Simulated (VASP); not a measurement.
Write the native input for VASP 6.6.1 that does the following.

```yaml
Task: single point
Functional: PBE-based screened hybrid with 25 % exact exchange
Potentials_or_basis: VASP PAW PBE potentials, release 64 (Sb_d_GW, Ga_d)
Cutoff: 400 eV
k_mesh: 4 × 4 × 4
Occupations: fermi-dirac, width 0.05 eV
Spin: no spin polarisation
Dipole_correction: no
Grid_for_exact_exchange_PRECFOCK: Normal
Share_of_exact_exchange: 0.25
Further_INCAR_settings: ALGO = Normal; EDIFF = 1e-06; NBANDS = 21
Screening_parameter: 0.3 1/Å
```

Crystal: GaSb.

```
Sb Ga
1.0
     0.00000    3.11900    3.11900
     3.11900    0.00000    3.11900
     3.11900    3.11900    0.00000
Sb Ga
1 1
Cartesian
  4.6785 4.6785 4.6785
  0.0000 0.0000 0.0000
```

The input as run:

POSCAR

```
GaSb
1.0
    0.0000000000      3.1189956238      3.1189956238
    3.1189956238      0.0000000000      3.1189956238
    3.1189956238      3.1189956238      0.0000000000
Sb Ga
1 1
Direct
    0.7500000000      0.7500000000      0.7500000000
    0.0000000000      0.0000000000      0.0000000000
```

INCAR.step1

```
SYSTEM = GaSb
PREC     = Accurate       ! precision mode
ENCUT    = 400            ! plane-wave cutoff, eV
EDIFF    = 1E-5           ! SCF threshold, eV
ISMEAR   = -1             ! smearing method
SIGMA    = 0.05           ! smearing width, eV
LREAL    = .FALSE.        ! projectors in reciprocal space
LASPH    = .TRUE.         ! aspherical terms in the spheres
NELM     = 120            ! most SCF steps
ALGO     = Normal         ! electronic algorithm
ISIF     = 2              ! what is computed and relaxed
LWAVE    = .TRUE.         ! write WAVECAR
LCHARG   = .FALSE.        ! write CHGCAR
NBANDS   = 21             ! bands
GGA      = PE             ! functional
GGA_COMPAT= .FALSE.
```

INCAR.step2

```
SYSTEM = GaSb
PREC     = Accurate       ! precision mode
ENCUT    = 400            ! plane-wave cutoff, eV
EDIFF    = 1E-6           ! SCF threshold, eV
ISMEAR   = -1             ! smearing method
SIGMA    = 0.05           ! smearing width, eV
LREAL    = .FALSE.        ! projectors in reciprocal space
LASPH    = .TRUE.         ! aspherical terms in the spheres
NELM     = 120            ! most SCF steps
ALGO     = Normal         ! electronic algorithm
ISIF     = 2              ! what is computed and relaxed
LWAVE    = .FALSE.        ! write WAVECAR
LCHARG   = .FALSE.        ! write CHGCAR
GGA      = PE             ! functional
LHFCALC  = .TRUE.         ! exact exchange
AEXX     = 0.25           ! exact-exchange fraction
HFSCREEN = 0.3            ! screening, 1/A
PRECFOCK = Normal       
NBANDS   = 21             ! bands
ISTART   = 1            
GGA_COMPAT= .FALSE.
```

KPOINTS

```
Automatic mesh
0
G
  4 4 4
  0 0 0
```

Potentials or basis: VASP PAW PBE potentials, release 64 (Sb_d_GW, Ga_d).

Command:

```console
$ cat potpaw_PBE.64/Sb_d_GW/POTCAR potpaw_PBE.64/Ga_d/POTCAR > POTCAR
$ cp INCAR.step1 INCAR
$ mpirun -np 1 vasp_std > vasp.out
$ cp INCAR.step2 INCAR
$ mpirun -np 1 vasp_std > vasp.out
```

Results of the run:

```json
{
 "Pressure": "-2.1 GPa",
 "Band gap on the k mesh": "0.24 eV"
}
```

Caveat: the k points lie up to 0.44 Å⁻¹ apart; the PAW data sets were made with another functional, which shifts forces and pressure a little; spin-orbit coupling is left out, which moves the levels of the heavy elements.

Run time: 13 min on 1 thread of AMD EPYC 7R13 Processor (Zen 3), with other jobs on the host, peak memory 0.27 GiB.
